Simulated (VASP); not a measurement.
# Mn (Pm-3m) in VASP: single point with PBE

Aim: the single point of Mn with PBE.

Everything below comes from runs of VASP 6.6.1. Logs are shortened: lines on timing, memory, paths and dates and some standing lists are left out, and cuts for length are marked.

## 1. The cell of the first run

It takes space group Pm-3m (No. 221, cubic). The conventional cell has a = 2.011 Å, b = 2.011 Å, c = 2.011 Å, α = 90.00°, β = 90.00°, γ = 90.00°. Mn (site symmetry m-3m) has 6 Mn at 2.01 Å within 2.7 Å.

This isn't the form of Mn at room conditions, which is a 58-atom cubic cell.

## 2. Single point, PBE, collinear spin, ferromagnetic start (8.14 Å³/atom)

Input file POSCAR:

```
Mn
1.0
    2.0112961122      0.0000000000      0.0000000000
    0.0000000000      2.0112961122      0.0000000000
    0.0000000000      0.0000000000      2.0112961122
Mn
1
Direct
    0.0000000000      0.0000000000      0.0000000000
```

Input file INCAR.step1:

```
SYSTEM = Mn
PREC = Accurate ; ENCUT = 520
EDIFF = 1E-6 ; ISMEAR = -1
SIGMA = 0.1 ; LREAL = .False.
LASPH = .True. ; NELM = 150
ALGO = Normal ; ISIF = 2
LWAVE = .False. ; LCHARG = .True.
ISPIN = 2 ; MAGMOM = 3
LMAXMIX = 4 ; GGA = PE
NBANDS = 16
```

Input file KPOINTS.step1:

```
Automatic mesh
0
Gamma
  16 16 16
  0 0 0
```

Input file INCAR.step2:

```
SYSTEM = Mn
PREC = Accurate ; ENCUT = 520
EDIFF = 1E-6 ; ISMEAR = -5
SIGMA = 0.1 ; LREAL = .False.
LASPH = .True. ; NELM = 150
ALGO = Normal ; ISIF = 2
LWAVE = .False. ; LCHARG = .False.
ISPIN = 2 ; MAGMOM = 3
LORBIT = 11 ; LMAXMIX = 4
GGA = PE ; NEDOS = 2001
ICHARG = 11
```

Input file KPOINTS.step2:

```
Automatic mesh
0
Gamma
  24 24 24
  0 0 0
```

Potentials or basis: VASP PAW PBE potentials, release 64 (Mn_pv).

On the command line:

```
> cat potpaw_PBE.64/Mn_pv/POTCAR > POTCAR
> cp INCAR.step1 INCAR
> cp KPOINTS.step1 KPOINTS
> mpirun -np 1 vasp_std > vasp.out
> cp INCAR.step2 INCAR
> cp KPOINTS.step2 KPOINTS
> mpirun -np 1 vasp_std > vasp.out
```

OUTCAR:

```text
SYSTEM = Mn
   PREC = Accurate
   ENCUT = 520
   EDIFF = 1E-6
   ISMEAR = -5
   LREAL = .False.
   LASPH = .True.
   NELM = 150
   ISIF = 2
   ISPIN = 2
   LORBIT = 11
   GGA = PE
   ICHARG = 11

 ion  position               nearest neighbor table
   1  0.000  0.000  0.000-

  LATTYP: Found a simple cubic cell.
 ALAT       =     2.0112961122

  Lattice vectors:

 A1 = (   2.0112961122,   0.0000000000,   0.0000000000)
 A2 = (   0.0000000000,   2.0112961122,   0.0000000000)
 A3 = (   0.0000000000,   0.0000000000,   2.0112961122)

Analysis of symmetry for initial positions (statically):
=====================================================================
 Subroutine PRICEL returns:
 Original cell was already a primitive cell.

 Routine SETGRP: Setting up the symmetry group for a
 simple cubic supercell.

 Subroutine GETGRP returns: Found 48 space group operations
 (whereof 48 operations were pure point group operations)
 out of a pool of 48 trial point group operations.

The static configuration has the point symmetry O_h .

Analysis of symmetry for dynamics (positions and initial velocities):
=====================================================================
 Subroutine PRICEL returns:
 Original cell was already a primitive cell.

 Routine SETGRP: Setting up the symmetry group for a
 simple cubic supercell.

 Subroutine GETGRP returns: Found 48 space group operations
 (whereof 48 operations were pure point group operations)
 out of a pool of 48 trial point group operations.

The dynamic configuration has the point symmetry O_h .

Analysis of structural, dynamic, and magnetic symmetry:
=====================================================================
 Subroutine PRICEL returns:
 Original cell was already a primitive cell.

 Routine SETGRP: Setting up the symmetry group for a
 simple cubic supercell.

 Subroutine GETGRP returns: Found 48 space group operations
 (whereof 48 operations were pure point group operations)
 out of a pool of 48 trial point group operations.

The overall configuration has the point symmetry O_h .

 Subroutine INISYM returns: Found 48 space group operations
 (whereof 48 operations are pure point group operations),
 and found     1 'primitive' translations

----------------------------------------------------------------------------------------

                                     Primitive cell

  volume of cell :       8.1363

  direct lattice vectors                    reciprocal lattice vectors
     2.011296112  0.000000000  0.000000000     0.497191833  0.000000000  0.000000000
     0.000000000  2.011296112  0.000000000     0.000000000  0.497191833  0.000000000
     0.000000000  0.000000000  2.011296112     0.000000000  0.000000000  0.497191833

  length of vectors
     2.011296112  2.011296112  2.011296112     0.497191833  0.497191833  0.497191833

  position of ions in fractional coordinates (direct lattice)
     0.000000000  0.000000000  0.000000000

  ion indices of the primitive-cell ions
   primitive index   ion index
                 1           1

----------------------------------------------------------------------------------------

 KPOINTS: Automatic mesh

Automatic generation of k-mesh.
 Grid dimensions read from file:
 generate k-points for:   24   24   24

 Generating k-lattice:

  Cartesian coordinates                     Fractional coordinates (reciprocal lattice)
     0.020716326  0.000000000  0.000000000     0.041666667  0.000000000  0.000000000
     0.000000000  0.020716326  0.000000000     0.000000000  0.041666667  0.000000000
     0.000000000  0.000000000  0.020716326     0.000000000  0.000000000  0.041666667

  Length of vectors
     0.020716326  0.020716326  0.020716326

  Shift w.r.t. Gamma in fractional coordinates (k-lattice)
     0.000000000  0.000000000  0.000000000

 TETIRR: Found   6890 inequivalent tetrahedra from    82944

 Subroutine IBZKPT returns following result:
 ===========================================

 Found    455 irreducible k-points:

 Following reciprocal coordinates:
            Coordinates               Weight
  0.000000  0.000000  0.000000      1.000000
  0.041667  0.000000  0.000000      6.000000
  0.083333  0.000000  0.000000      6.000000
  0.125000  0.000000  0.000000      6.000000
  0.166667  0.000000  0.000000      6.000000
  0.208333  0.000000  0.000000      6.000000
[... 16 lines left out ...]
  0.416667  0.041667  0.000000     24.000000
  0.458333  0.041667  0.000000     24.000000
 [... further k-points ...]
   k-points           NKPTS =    455   k-points in BZ     NKDIM =    455   number of bands    NBANDS=     12
   number of dos      NEDOS =   2001   number of ions     NIONS =      1
   total plane-waves  NPLWV =   4096
   dimension x,y,z NGX =    16 NGY =   16 NGZ =   16
   dimension x,y,z NGXF=    32 NGYF=   32 NGZF=   32
   ions per type =               1
   NGX,Y,Z   is equivalent  to a cutoff of  13.22, 13.22, 13.22 a.u.
   NGXF,Y,Z  is equivalent  to a cutoff of  26.45, 26.45, 26.45 a.u.
 SYSTEM =  Mn
   PREC   = accura    normal or accurate (medium, high low for compatibility)
   ISTART =      0    job   : 0-new  1-cont  2-samecut
   ICHARG =     11    charge: 1-file 2-atom 10-const
   ISPIN  =      2    spin polarized calculation?
   LNONCOLLINEAR =      F non collinear calculations
   LSORBIT =      F    spin-orbit coupling
   LASPH  =      T    aspherical Exc in radial PAW
   ENCUT  =  520.0 eV  38.22 Ry    6.18 a.u.   3.74  3.74  3.74*2*pi/ulx,y,z
   NELM   =    150;   NELMIN=  2; NELMDL=  0     # of ELM steps
   EDIFF  = 0.1E-05   stopping-criterion for ELM
   LREAL  =      F    real-space projection
   EDIFFG = 0.1E-04   stopping-criterion for IOM
   NSW    =      0    number of steps for IOM
   IBRION =     -1    ionic relax: 0-MD 1-quasi-New 2-CG
   NFREE  =      0    steps in history (QN), initial steepest desc. (CG)
   ISIF   =      2    stress and relaxation
   ISYM   =      2    0-nonsym 1-usesym 2-fastsym
   POTIM  = 0.5000    time-step for ionic-motion
   TEBEG  =    0.0;   TEEND  =   0.0 temperature during run
   PSTRESS=    0.0 pullay stress
   NELECT =      13.0000    total number of electrons
   NUPDOWN=      -1.0000    fix difference up-down
   EMIN   =  10.00;   EMAX   =-10.00  energy-range for DOS
   EFERMI =   0.00;   METHOD = LEGACY
   ISMEAR =    -5;   SIGMA  =   0.10  broadening in eV -4-tet -1-fermi 0-gaus
   EFERMI_NEDOS =   21; number of points for ismear=-14 and -15
   IALGO  =     38    algorithm
   IMIX   =      4    mixing-type and parameters
     AMIX     =   0.40;   BMIX     =  1.00
     AMIX_MAG =   1.60;   BMIX_MAG =  1.00
  volume/ion in A,a.u.               =       8.14        54.91
  Fermi-wavevector in a.u.,A,eV,Ry     =   1.913874  3.616697 49.836949  3.662912
  Thomas-Fermi vector in A             =   2.949922
   LORBIT       =     11    0 simple, 1 ext, 2 COOP (PROOUT), +10 PAW based schemes
   GGA     = PE    functional components
   LHFCALC =     F    Hartree Fock is set to
   AEXX    =    0.0000 exact exchange contribution
   IVDW    =     0    specifies the selected vdW correction
   LEPSILON=     F    determine dielectric tensor
   LRPA    =     F    only Hartree local field effects (RPA)
 spin polarized calculation
 Fermi weights with tetrahedron method with Bloechl corrections
  energy-cutoff  :      520.00
  volume of cell :        8.14
 maximum number of plane-waves:       228
 NGX is ok and might be reduce to    16

 number of electron      13.0000026 magnetization      -0.0001211

 Free energy of the ion-electron system (eV)
  ---------------------------------------------------
  ext. energy  EPLUGINS =         0.00000000
  ---------------------------------------------------
  free energy    TOTEN  =        -6.49280701 eV

  energy without entropy =       -6.49280701  energy(sigma->0) =       -6.49280701

 E-fermi :  15.5265     XC(G=0): -15.6366

 val. band max:       15.5902501993   @ k =   0.5000   0.2917   0.0000
 cond. band min:      15.3362644802   @ k =   0.4167   0.0000   0.0000
 fundamental gap:     -0.2539857191
 Fermi energy:        15.5264789515

 spin component 1

 k-point     1 :       0.0000    0.0000    0.0000
  band No.  band energies     occupation
      1     -31.9354      1.00000
      2     -31.9354      1.00000
      3     -31.9354      1.00000
      4       5.8546      1.00000
      5       9.5257      1.00000
      6       9.5257      1.00000
      7      18.3587      0.00000
      8      18.3587      0.00000
      9      18.3587      0.00000
     10      41.3382      0.00000
     11      41.3382      0.00000
     12      41.3383      0.00000
[... 331 lines left out ...]
 k-point    24 :       0.4583    0.0417    0.0000
  band No.  band energies     occupation
      1     -34.4781      1.00000
      2     -31.7407      1.00000
      3     -31.6932      1.00000
      4      10.7631      1.00000
      5      10.9289      1.00000
      6      13.7782      1.00000
      7      15.2087      1.00000
      8      15.7693      0.01562
      9      18.5949      0.00000
     10      26.4373      0.00000
     11      40.9051      0.00000
     12      47.2558      0.00000

 [... further k-points ...]

 spin component 2

 k-point     1 :       0.0000    0.0000    0.0000
  band No.  band energies     occupation
      1     -31.9357      1.00000
      2     -31.9357      1.00000
      3     -31.9357      1.00000
      4       5.8546      1.00000
      5       9.5256      1.00000
      6       9.5256      1.00000
      7      18.3585      0.00000
      8      18.3585      0.00000
      9      18.3585      0.00000
     10      41.3382      0.00000
     11      41.3382      0.00000
     12      41.3382      0.00000
[... 331 lines left out ...]
 k-point    24 :       0.4583    0.0417    0.0000
  band No.  band energies     occupation
      1     -34.4783      1.00000
      2     -31.7409      1.00000
      3     -31.6934      1.00000
      4      10.7631      1.00000
      5      10.9289      1.00000
      6      13.7781      1.00000
      7      15.2085      1.00000
      8      15.7691      0.01567
      9      18.5946      0.00000
     10      26.4372      0.00000
     11      40.9049      0.00000
     12      47.2426      0.00000

 [... further k-points ...]
[... 5 lines left out ...]
  --------------------------------------------------------------------------------------
  -------------------------------------------------------------------------------------
  Total        9.4174992      9.4174992      9.4174992      0.0000000     -0.0000000      0.0000000
  in kB     1854.4628182   1854.4628182   1854.4628182      0.0000000     -0.0000000      0.0000000
  external PRESSURE =    1854.4628182 kB  Pullay stress =       0.0000000 kB

 VOLUME and BASIS-vectors are now :
 -----------------------------------------------------------------------------
  energy-cutoff  :      520.00
  volume of cell :        8.14
      direct lattice vectors                 reciprocal lattice vectors
     2.011296112  0.000000000  0.000000000     0.497191833  0.000000000  0.000000000
     0.000000000  2.011296112  0.000000000     0.000000000  0.497191833  0.000000000
     0.000000000  0.000000000  2.011296112     0.000000000  0.000000000  0.497191833

 POSITION                                       TOTAL-FORCE (eV/Angst)
 -----------------------------------------------------------------------------------
      0.00000      0.00000      0.00000         0.000000      0.000000      0.000000
 -----------------------------------------------------------------------------------
    total drift:                                0.000000     -0.000000      0.000000

  FREE ENERGIE OF THE ION-ELECTRON SYSTEM (eV)
  ---------------------------------------------------
  free  energy   TOTEN  =        -6.4928070130 eV

  energy  without entropy=       -6.4928070130  energy(sigma->0) =       -6.49280701

 total charge

# of ion       s       p       d       tot
------------------------------------------
    1        0.560   6.550   5.829  12.938

 magnetization (x)

# of ion       s       p       d       tot
------------------------------------------
    1       -0.000   0.000  -0.000  -0.000
```

It took 53 s on 1 thread of Intel Xeon Platinum 8488C (Sapphire Rapids), shared host; peak memory 0.2 GiB.

Results:

| Item | Value |
| --- | --- |
| Net moment | 0.00 μB per cell |
| Valence electrons inside the program's atomic spheres | Mn 12.94 |

Caveat: atoms lie so close that the PAW spheres overlap strongly, which falsifies energies and pressures; the moments typed at the start vanished in this run.
